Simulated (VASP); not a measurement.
# WC: single point with PBEsol

The system is WC.

```
W C
1.0
     2.86130    0.00000    0.00000
    -1.43065    2.47796    0.00000
     0.00000    0.00000    2.79077
W C
1 1
Direct
  0.00000 0.00000 0.00000
  0.66667 0.33333 0.50000
```

- Program: VASP 6.6.1
- Task: single point
- Functional: PBEsol
- Potentials or basis: VASP PAW PBE potentials, release 64 (W_sv, C)
- Cutoff: 520 eV
- k mesh: 13 × 13 × 12
- Occupations: fermi-dirac, width 0.05 eV
- Spin: no spin polarisation
- Dipole correction: no
- Further INCAR settings: ALGO = Normal; EDIFF = 1e-06; NBANDS = 16

```
Pressure               : 18.8 GPa
Band gap on the k mesh : zero (bands 9 and 10 overlap by 1.34 eV)
```

Stress tensor (GPa, compression positive):
```
17.91  0.00  0.00
 0.00 17.91  0.00
 0.00  0.00 20.54
```

Levels at points of the mesh, in eV from the Fermi level:
| k point | band 6 | band 7 | band 8 | band 9 | band 10 | band 11 | band 12 | band 13 |
| --- | --- | --- | --- | --- | --- | --- | --- | --- |
| (0.00, 0.00, 0.00) | -4.63 | -3.56 | -3.56 | 0.11 | 3.44 | 3.44 | 5.91 | 5.91 |
| (0.00, 0.00, 0.50) | -9.00 | -2.16 | -2.16 | -0.68 | -0.68 | 3.89 | 4.63 | 4.63 |

Wall time 41 s on 1 thread of Intel Xeon 8259CL (shared host), peak memory 0.17 GiB.

Caveat: the cell stands under pressure; the PAW data sets were made with another functional, which shifts forces and pressure a little; spin-orbit coupling is left out, which moves the levels of the heavy elements.
